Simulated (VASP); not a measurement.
A run of VASP 6.6.1 is set up as follows.

File POSCAR:

```
Ti2Cd
1.0
    2.6701968518      0.0000000000      0.0000000000
    0.0000000000      2.6701968518      0.0000000000
    0.0000000000      0.0000000000     14.0381037763
Ti Cd
4 2
Direct
    0.0000000000      0.0000000000      0.3233829435
    0.5000000000      0.5000000000      0.1766170565
    0.5000000000      0.5000000000      0.8233829435
    0.0000000000      0.0000000000      0.6766170565
    0.0000000000      0.0000000000      0.0000000000
    0.5000000000      0.5000000000      0.5000000000
```

INCAR.step1

```
PREC = Accurate
ENCUT = 550
ISMEAR = 0
SIGMA = 0.1
LREAL = F
LASPH = T
NELM = 120
NBANDS = 45
GGA = PE
ALGO = Normal
EDIFF = 1E-5
LWAVE = T
LCHARG = F
GGA_COMPAT = F
```

Contents of INCAR.step2:

```
PREC = Accurate
ENCUT = 550
EDIFF = 1E-6
ISMEAR = 0
SIGMA = 0.1
LREAL = F
LASPH = T
NELM = 120
ALGO = Normal
ISIF = 2
LWAVE = F
LCHARG = F
METAGGA = R2SCAN
LMIXTAU = T
NBANDS = 45
ISTART = 1
GGA_COMPAT = F
```

Contents of KPOINTS:

```
Automatic mesh
0
Gamma
  12 12 4
```

Potentials or basis: VASP PAW PBE potentials, release 64 (Ti_sv, Cd).

The run is started by

```bash
$ cat potpaw_PBE.64/Ti_sv/POTCAR potpaw_PBE.64/Cd/POTCAR > POTCAR
$ cp INCAR.step1 INCAR
$ mpirun -np 1 vasp_std > vasp.out
$ cp INCAR.step2 INCAR
$ mpirun -np 1 vasp_std > vasp.out
```

Question: Predict the pressure.

Answer: 11.6 GPa.

Question: Estimate the largest force.

Answer: 0.009 eV/Å.

Forces on the atoms (eV/Å):
```
Ti   0.000  0.000  0.009
Ti   0.000  0.000 -0.009
Ti   0.000  0.000  0.009
Ti   0.000  0.000 -0.009
Cd   0.000  0.000  0.000
Cd   0.000  0.000  0.000
```

Caveat: the cell differs from its parent crystal (biaxial strain in the a-b plane: -6.0 %, then relaxed in part); the stress differs along the axes, from 1 to 17 GPa; the PAW data sets were made with another functional, which shifts forces and pressure a little.
